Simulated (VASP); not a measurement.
# SiC (P6_3mc) in VASP: further runs

The runs below take SiC through single point, with r2SCAN.

All numbers are computed with VASP 6.6.1; they aren't measurements. Logs are shortened: lines on timing, memory, paths and dates and some standing lists are left out, and cuts for length are marked.

## 1. The cell of the first run

Symmetry: P6_3mc, No. 186, hexagonal system. The conventional cell has a = 3.076 Å, b = 3.076 Å, c = 5.048 Å, α = 90.00°, β = 90.00°, γ = 120.00°. Within 2.4 Å of Si (site symmetry 3m) lie 4 C at 1.81 to 2.18 Å. C (site symmetry 3m) has 4 Si at 1.81 to 2.18 Å within 2.4 Å.

## 2. Single point, r2SCAN (atoms moved along the polar distortion)

POSCAR reads:

```
SiC
1.0
    3.0759836412      0.0000000000      0.0000000000
   -1.5379918206      2.6638799749      0.0000000000
    0.0000000000      0.0000000000      5.0478375069
Si C
2 2
Direct
    0.3333333333      0.6666666667     -0.0283507559
    0.6666666667      0.3333333333      0.4716492441
    0.3333333333      0.6666666667      0.4033507559
    0.6666666667      0.3333333333      0.9033507559
```

INCAR.step1 reads:

```
SYSTEM = SiC
PREC = Accurate ; ENCUT = 520
ISMEAR = 0 ; SIGMA = 0.01
LREAL = .False. ; LASPH = .True.
NELM = 80 ; NBANDS = 16
GGA = PE ; ALGO = Normal
EDIFF = 1E-4 ; LWAVE = .True.
LCHARG = .False.
```

INCAR.step2 reads:

```
SYSTEM = SiC
PREC = Accurate ; ENCUT = 520
EDIFF = 1E-7 ; ISMEAR = 0
SIGMA = 0.01 ; LREAL = .False.
LASPH = .True. ; NELM = 80
ALGO = Normal ; ISIF = 2
LWAVE = .False. ; LCHARG = .False.
METAGGA = R2SCAN ; LMIXTAU = .True.
NBANDS = 16 ; ISTART = 1
```

KPOINTS reads:

```
regular mesh
0
Gamma
  12 12 6
  0 0 0
```

Potentials or basis: VASP PAW PBE potentials, release 64 (Si, C).

On the command line:

```sh
> cat potpaw_PBE.64/Si/POTCAR potpaw_PBE.64/C/POTCAR > POTCAR
> cp INCAR.step1 INCAR
> mpirun -np 1 vasp_std > vasp.out
> cp INCAR.step2 INCAR
> mpirun -np 1 vasp_std > vasp.out
```

OUTCAR:

```text
SYSTEM = SiC
   PREC = Accurate
   ENCUT = 520
   EDIFF = 1E-7
   ISMEAR = 0
   LREAL = .False.
   LASPH = .True.
   NELM = 80
   ISIF = 2
   METAGGA = R2SCAN
   ISTART = 1

 ion  position               nearest neighbor table
   1  0.333  0.667  0.972-   4 1.81   4 1.81   4 1.81   3 2.18   2 3.09   2 3.09   2 3.09   2 3.09
                             2 3.09   2 3.09
   2  0.667  0.333  0.472-   3 1.81   3 1.81   3 1.81   4 2.18   1 3.09   1 3.09   1 3.09   1 3.09
                             1 3.09   1 3.09
   3  0.333  0.667  0.403-   2 1.81   2 1.81   2 1.81   1 2.18
   4  0.667  0.333  0.903-   1 1.81   1 1.81   1 1.81   2 2.18

  LATTYP: Found a hexagonal cell.
 ALAT       =     3.0759836412
 C/A-ratio  =     1.6410482290

  Lattice vectors:

 A1 = (   3.0759836412,   0.0000000000,   0.0000000000)
 A2 = (  -1.5379918206,   2.6638799749,   0.0000000000)
 A3 = (   0.0000000000,   0.0000000000,   5.0478375069)

Analysis of symmetry for initial positions (statically):
=====================================================================
 Subroutine PRICEL returns:
 Original cell was already a primitive cell.

 Routine SETGRP: Setting up the symmetry group for a
 hexagonal supercell.

 Subroutine GETGRP returns: Found 12 space group operations
 (whereof  6 operations were pure point group operations)
 out of a pool of 24 trial point group operations.

The static configuration has the point symmetry C_3v.
 The point group associated with its full space group is C_6v.

Analysis of symmetry for dynamics (positions and initial velocities):
=====================================================================
 Subroutine PRICEL returns:
 Original cell was already a primitive cell.

 Routine SETGRP: Setting up the symmetry group for a
 hexagonal supercell.

 Subroutine GETGRP returns: Found 12 space group operations
 (whereof  6 operations were pure point group operations)
 out of a pool of 24 trial point group operations.

The dynamic configuration has the point symmetry C_3v.
 The point group associated with its full space group is C_6v.

 Subroutine INISYM returns: Found 12 space group operations
 (whereof  6 operations are pure point group operations),
 and found     1 'primitive' translations

----------------------------------------------------------------------------------------

                                     Primitive cell

  volume of cell :      41.3622

  direct lattice vectors                    reciprocal lattice vectors
     3.075983641  0.000000000  0.000000000     0.325099258  0.187696144  0.000000000
    -1.537991821  2.663879975  0.000000000     0.000000000  0.375392288  0.000000000
     0.000000000  0.000000000  5.047837507     0.000000000  0.000000000  0.198104634

  length of vectors
     3.075983641  3.075983641  5.047837507     0.375392288  0.375392288  0.198104634

  position of ions in fractional coordinates (direct lattice)
     0.333333333  0.666666667  0.971649244
     0.666666667  0.333333333  0.471649244
     0.333333333  0.666666667  0.403350756
     0.666666667  0.333333333  0.903350756

  ion indices of the primitive-cell ions
   primitive index   ion index
                 1           1
                 2           2
                 3           3
                 4           4

----------------------------------------------------------------------------------------

 KPOINTS: regular mesh

Automatic generation of k-mesh.
 Grid dimensions read from file:
 generate k-points for:   12   12    6

 Generating k-lattice:

  Cartesian coordinates                     Fractional coordinates (reciprocal lattice)
     0.027091605  0.015641345  0.000000000     0.083333333  0.000000000  0.000000000
     0.000000000  0.031282691  0.000000000     0.000000000  0.083333333  0.000000000
     0.000000000  0.000000000  0.033017439     0.000000000  0.000000000  0.166666667

  Length of vectors
     0.031282691  0.031282691  0.033017439

  Shift w.r.t. Gamma in fractional coordinates (k-lattice)
     0.000000000  0.000000000  0.000000000

 Subroutine IBZKPT returns following result:
 ===========================================

 Found     76 irreducible k-points:

 Following reciprocal coordinates:
            Coordinates               Weight
  0.000000  0.000000  0.000000      1.000000
  0.083333 -0.000000  0.000000      6.000000
  0.166667 -0.000000  0.000000      6.000000
  0.250000  0.000000  0.000000      6.000000
  0.333333  0.000000  0.000000      6.000000
  0.416667 -0.000000  0.000000      6.000000
[... 16 lines left out ...]
  0.250000  0.000000  0.166667     12.000000
  0.333333  0.000000  0.166667     12.000000
 [... further k-points ...]
   k-points           NKPTS =     76   k-points in BZ     NKDIM =     76   number of bands    NBANDS=     16
   number of dos      NEDOS =    301   number of ions     NIONS =      4
   total plane-waves  NPLWV =  23040
   dimension x,y,z NGX =    24 NGY =   24 NGZ =   40
[... 71 lines left out ...]
  band No.  band energies     occupation
      1      -8.2763      2.00000
      2      -4.9534      2.00000
      3      -0.0644      2.00000
      4       6.1861      2.00000
      5       6.1861      2.00000
      6       7.3800      2.00000
[... 8 lines left out ...]
     15      17.1657      0.00000
     16      20.6171      0.00000

 k-point     2 :       0.0833   -0.0000    0.0000
  band No.  band energies     occupation
      1      -8.1510      2.00000
      2      -4.8448      2.00000
      3       0.0587      2.00000
      4       5.5380      2.00000
      5       5.9875      2.00000
      6       6.9369      2.00000
[... 8 lines left out ...]
     15      17.5350      0.00000
     16      19.5863      0.00000

 k-point     3 :       0.1667   -0.0000    0.0000
  band No.  band energies     occupation
      1      -7.7784      2.00000
      2      -4.5279      2.00000
      3       0.4209      2.00000
      4       4.0697      2.00000
      5       5.5275      2.00000
      6       5.8276      2.00000
[... 8 lines left out ...]
     15      18.4791      0.00000
     16      19.0079      0.00000

 k-point     4 :       0.2500    0.0000    0.0000
  band No.  band energies     occupation
      1      -7.1710      2.00000
      2      -4.0372      2.00000
      3       0.9708      2.00000
      4       2.4195      2.00000
      5       4.4227      2.00000
      6       5.0171      2.00000
[... 8 lines left out ...]
     15      18.5904      0.00000
     16      19.2101      0.00000

 k-point     5 :       0.3333    0.0000    0.0000
  band No.  band energies     occupation
      1      -6.3591      2.00000
      2      -3.4816      2.00000
      3       0.6574      2.00000
      4       1.9702      2.00000
      5       2.9796      2.00000
      6       4.5895      2.00000
[... 8 lines left out ...]
     15      19.0923      0.00000
     16      20.3693      0.00000

 k-point     6 :       0.4167   -0.0000    0.0000
  band No.  band energies     occupation
      1      -5.4347      2.00000
      2      -3.2099      2.00000
      3      -0.2458      2.00000
      4       1.6797      2.00000
      5       2.8247      2.00000
      6       4.3125      2.00000
[... 8 lines left out ...]
     15      19.1370      0.00000
     16      20.3326      0.00000
[... 267 lines left out ...]
 k-point    21 :       0.0833   -0.0000    0.1667
  band No.  band energies     occupation
      1      -8.0142      2.00000
      2      -5.2705      2.00000
      3       0.7279      2.00000
      4       5.6238      2.00000
      5       6.0632      2.00000
      6       6.7943      2.00000
[... 8 lines left out ...]
     15      17.2999      0.00000
     16      20.2125      0.00000

 k-point    22 :       0.1667   -0.0000    0.1667
  band No.  band energies     occupation
      1      -7.6428      2.00000
      2      -4.9403      2.00000
      3       1.0553      2.00000
      4       4.1909      2.00000
      5       5.6118      2.00000
      6       5.6193      2.00000
[... 8 lines left out ...]
     15      18.2757      0.00000
     16      19.5025      0.00000

 k-point    23 :       0.2500    0.0000    0.1667
  band No.  band energies     occupation
      1      -7.0376      2.00000
      2      -4.4213      2.00000
      3       1.4284      2.00000
      4       2.6941      2.00000
      5       4.1612      2.00000
      6       5.1082      2.00000
[... 8 lines left out ...]
     15      19.2074      0.00000
     16      19.3258      0.00000

 k-point    24 :       0.3333    0.0000    0.1667
  band No.  band energies     occupation
      1      -6.2301      2.00000
      2      -3.8009      2.00000
      3       0.6172      2.00000
      4       2.5843      2.00000
      5       2.7606      2.00000
      6       4.6849      2.00000
[... 8 lines left out ...]
     15      19.6720      0.00000
     16      20.7492      0.00000

 [... further k-points ...]

------------------------ aborting loop because EDIFF is reached ----------------------------------------

  FORCE on cell =-STRESS in cart. coord.  units (eV):
  Direction    XX          YY          ZZ          XY          YZ          ZX
  --------------------------------------------------------------------------------------
  -------------------------------------------------------------------------------------
  Total        2.4868490      2.4868490     -1.0031217      0.0000000      0.0000000      0.0000000
  in kB       96.3287564     96.3287564    -38.8561852      0.0000000      0.0000000      0.0000000
  external PRESSURE =      51.2671092 kB  Pullay stress =       0.0000000 kB

 VOLUME and BASIS-vectors are now :
 -----------------------------------------------------------------------------
  energy-cutoff  :      520.00
  volume of cell :       41.36
      direct lattice vectors                 reciprocal lattice vectors
     3.075983641  0.000000000  0.000000000     0.325099258  0.187696144  0.000000000
    -1.537991821  2.663879975  0.000000000     0.000000000  0.375392288  0.000000000
     0.000000000  0.000000000  5.047837507     0.000000000  0.000000000  0.198104634

 POSITION                                       TOTAL-FORCE (eV/Angst)
 -----------------------------------------------------------------------------------
     -0.00000      1.77592      4.90473         0.000000     -0.000000      2.447575
      1.53799      0.88796      2.38081        -0.000000      0.000000      2.447575
     -0.00000      1.77592      2.03605        -0.000000     -0.000000     -2.447575
      1.53799      0.88796      4.55997        -0.000000     -0.000000     -2.447575
 -----------------------------------------------------------------------------------
    total drift:                               -0.000000     -0.000000      0.002103

  FREE ENERGIE OF THE ION-ELECTRON SYSTEM (eV)
  ---------------------------------------------------
  free  energy   TOTEN  =       -37.7050901376 eV

  energy  without entropy=      -37.7050901376  energy(sigma->0) =      -37.70509014
```

Run time: 4.5 min. Hardware: 1 thread of Intel Xeon 8259CL, shared host; peak memory 0.19 GiB.

What came out:

| Item | Value |
| --- | --- |
| Free energy | -37.7051 eV |
| Pressure | 5.1 GPa |
| Largest force | 2.448 eV/Å |
| Band gap on the k mesh | 1.72 eV (least direct gap 3.95 eV) |

Forces on the atoms (eV/Å):
```
Si   0.000  0.000  2.448
Si   0.000  0.000  2.448
C    0.000  0.000 -2.448
C    0.000  0.000 -2.448
```

Stress tensor (GPa, compression positive):
```
 9.63  0.00  0.00
 0.00  9.63  0.00
 0.00  0.00 -3.89
```

Caveat: the cell differs from its parent crystal (atoms moved along the polar distortion); the stress differs along the axes, from -4 to 10 GPa; the PAW data sets were made with another functional, which shifts forces and pressure a little. A k mesh can miss the band edges.

## 3. Single point, r2SCAN (atoms moved along the polar distortion)

POSCAR reads:

```
SiC
1.0
    3.0759836412      0.0000000000      0.0000000000
   -1.5379918206      2.6638799749      0.0000000000
    0.0000000000      0.0000000000      5.0478375069
Si C
2 2
Direct
    0.3333333333      0.6666666667     -0.0376641861
    0.6666666667      0.3333333333      0.4623358139
    0.3333333333      0.6666666667      0.4126641861
    0.6666666667      0.3333333333      0.9126641861
```

INCAR.step1 reads:

```
SYSTEM = SiC
PREC = Accurate
ENCUT = 520
ISMEAR = 0
SIGMA = 0.01
LREAL = .False.
LASPH = .True.
NELM = 100
NBANDS = 16
GGA = PE
ALGO = Normal
EDIFF = 1E-4
LWAVE = .True.
LCHARG = .False.
```

INCAR.step2 reads:

```
SYSTEM = SiC
PREC = Accurate
ENCUT = 520
EDIFF = 1E-6
ISMEAR = 0
SIGMA = 0.01
LREAL = .False.
LASPH = .True.
NELM = 100
ALGO = Normal
ISIF = 2
LWAVE = .False.
LCHARG = .True.
METAGGA = R2SCAN
LMIXTAU = .True.
LELF = .True.
LVHAR = .True.
NBANDS = 16
ISTART = 1
```

KPOINTS reads:

```
Automatic mesh
0
Gamma
  12 12 6
  0 0 0
```

Potentials or basis: VASP PAW PBE potentials, release 64 (Si, C).

On the command line:

```sh
> cat potpaw_PBE.64/Si/POTCAR potpaw_PBE.64/C/POTCAR > POTCAR
> cp INCAR.step1 INCAR
> mpirun -np 1 vasp_std > vasp.out
> cp INCAR.step2 INCAR
> mpirun -np 1 vasp_std > vasp.out
```

Wall time 3.7 min (1 thread of Intel Xeon 8259CL, shared host); peak memory 0.18 GiB.

Results (log left out):

```yaml
Free_energy: -37.2586 eV
Pressure: 7.4 GPa
Largest_force: 2.229 eV/Å
Band_gap_on_the_k_mesh: 1.38 eV (least direct gap 3.63 eV)
```

Forces on the atoms (eV/Å):
```
Si   0.000  0.000  2.229
Si   0.000  0.000  2.229
C    0.000  0.000 -2.229
C    0.000  0.000 -2.229
```

Stress tensor (GPa, compression positive):
```
11.94  0.00  0.00
 0.00 11.94  0.00
 0.00  0.00 -1.59
```

Levels at points of the mesh, in eV from the valence-band top:
| k point | band 5 | band 6 | band 7 | band 8 | band 9 | band 10 | band 11 | band 12 |
| --- | --- | --- | --- | --- | --- | --- | --- | --- |
| (0.00, 0.00, 0.00) | -3.69 | -2.54 | -2.54 | 0.00 | 3.64 | 4.72 | 5.50 | 5.50 |
| (0.50, 0.00, 0.00) | -6.21 | -5.63 | -3.81 | -3.74 | 1.38 | 3.76 | 5.22 | 7.58 |
| (0.00, 0.00, 0.50) | -3.15 | -3.15 | -3.15 | -3.15 | 4.80 | 4.80 | 6.07 | 6.07 |
| (0.50, 0.00, 0.50) | -4.84 | -4.84 | -2.94 | -2.94 | 2.19 | 2.19 | 3.21 | 3.21 |

Caveat: the cell differs from its parent crystal (atoms moved along the polar distortion); the stress differs along the axes, from -2 to 12 GPa; the PAW data sets were made with another functional, which shifts forces and pressure a little. A k mesh can miss the band edges.

## 4. Single point, r2SCAN (atoms moved along the polar distortion)

POSCAR reads:

```
SiC
1.0
    3.0759836412      0.0000000000      0.0000000000
   -1.5379918206      2.6638799749      0.0000000000
    0.0000000000      0.0000000000      5.0478375069
Si C
2 2
Direct
    0.3333333333      0.6666666667     -0.0469776163
    0.6666666667      0.3333333333      0.4530223837
    0.3333333333      0.6666666667      0.4219776163
    0.6666666667      0.3333333333      0.9219776163
```

INCAR.step1 reads:

```
PREC = Accurate ; ENCUT = 520
ISMEAR = 0 ; SIGMA = 0.01
LREAL = F ; LASPH = T
NELM = 100 ; NBANDS = 16
GGA = PE ; ALGO = Normal
EDIFF = 1E-4 ; LWAVE = T
LCHARG = F
```

INCAR.step2 reads:

```
PREC = Accurate ; ENCUT = 520
EDIFF = 1E-6 ; ISMEAR = 0
SIGMA = 0.01 ; LREAL = F
LASPH = T ; NELM = 100
ALGO = Normal ; ISIF = 2
LWAVE = F ; LCHARG = T
METAGGA = R2SCAN ; LMIXTAU = T
LELF = T ; LVHAR = T
NBANDS = 16 ; ISTART = 1
```

KPOINTS reads:

```
Automatic mesh
0
Gamma
  12 12 6
```

On the command line:

```sh
> cat potpaw_PBE.64/Si/POTCAR potpaw_PBE.64/C/POTCAR > POTCAR
> cp INCAR.step1 INCAR
> mpirun -np 1 vasp_std > vasp.out
> cp INCAR.step2 INCAR
> mpirun -np 1 vasp_std > vasp.out
```

Wall time 3.3 min (1 thread of Intel Xeon 8259CL, shared host); peak memory 0.19 GiB.

The run converged. Its results:

* Free energy: -36.8921 eV
* Pressure: 9.2 GPa
* Largest force: 1.608 eV/Å
* Band gap on the k mesh: 1.14 eV (least direct gap 3.31 eV)

Forces in eV/Å, atoms in the order of the input:
```
Si   0.000  0.000  1.608
Si   0.000  0.000  1.608
C    0.000  0.000 -1.608
C    0.000  0.000 -1.608
```

Stress tensor (GPa, compression positive):
```
13.46  0.00  0.00
 0.00 13.46  0.00
 0.00  0.00  0.66
```

Levels at points of the mesh, in eV from the valence-band top:
```
           k point  band 5  band 6  band 7  band 8  band 9  band 10  band 11  band 12
(0.00, 0.00, 0.00)   -3.99   -2.86   -2.86    0.00    3.42     4.47     5.28     5.28
(0.50, 0.00, 0.00)   -6.29   -5.90   -4.13   -3.78    1.14     3.72     4.71     7.59
(0.00, 0.00, 0.50)   -3.46   -3.46   -3.46   -3.46    4.61     4.61     5.84     5.84
(0.50, 0.00, 0.50)   -5.13   -5.13   -2.97   -2.97    1.95     1.95     2.85     2.85
```

Caveat: the cell differs from its parent crystal (atoms moved along the polar distortion); the stress differs along the axes, from 1 to 13 GPa; the PAW data sets were made with another functional, which shifts forces and pressure a little. A k mesh can miss the band edges.

## 5. The runs side by side

| cell | gap on the mesh (eV) | pressure (GPa) | largest force (eV/Å) |
| --- | --- | --- | --- |
| as given, atomic positions A | 1.72 | 5.1 | 2.45 |
| as given, atomic positions B | 1.38 | 7.4 | 2.23 |
| as given, atomic positions C | 1.14 | 9.2 | 1.61 |

Alike in all rows: task single point; level r2SCAN; potentials or basis VASP PAW PBE potentials, release 64 (Si, C); no spin polarisation; k mesh 12 × 12 × 6; cutoff (eV) 520; smearing gaussian 0.01 eV.

Caveats: the PAW data sets were made with another functional, which shifts forces and pressure a little; the stress differs along the axes, from -4 to 10 GPa (at least some runs); the stress differs along the axes, from -2 to 12 GPa (at least some runs); the stress differs along the axes, from 1 to 13 GPa (at least some runs).

Total energies depend on the potentials used, so only differences within one code and one set of settings carry meaning.
